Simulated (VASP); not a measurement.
## Ag: single point with PBEsol

Ag:

```xyz
1
Lattice="0.0000 2.0272 2.0272 2.0272 0.0000 2.0272 2.0272 2.0272 0.0000" Properties=species:S:1:pos:R:3 pbc="T T T"
Ag    0.0000    0.0000    0.0000
```

```
Program                : VASP 6.6.1
Task                   : single point
Functional             : PBEsol
Potentials or basis    : VASP PAW PBE potentials, release 64 (Ag)
Cutoff                 : 500 eV
k mesh                 : 16 × 16 × 16
Occupations            : fermi-dirac, width 0.05 eV
Spin                   : no spin polarisation
Dipole correction      : no
Further INCAR settings : ALGO = Normal; EDIFF = 1e-06; NBANDS = 12
```

```yaml
Pressure: -0.2 GPa
```

Levels at points of the mesh, in eV from the Fermi level:
```
           k point  band 2  band 3  band 4  band 5  band 6  band 7  band 8  band 9  band 10  band 11
(0.00, 0.00, 0.00)   -4.79   -4.79   -4.79   -3.70   -3.70   16.10   19.81   19.81    19.81    24.69
(0.50, 0.00, 0.00)   -4.81   -4.81   -2.87   -2.87   -0.46    3.78   15.34   18.12    18.12    23.22
(0.50, 0.50, 0.00)   -6.36   -2.90   -2.65   -2.65    1.58    6.96   10.78   10.78    17.51    17.59
```

It took 31 s on 1 thread of Intel Xeon 8259CL, on a shared host, peak memory 0.15 GiB.

Caveat: the PAW data sets were made with another functional, which shifts forces and pressure a little.
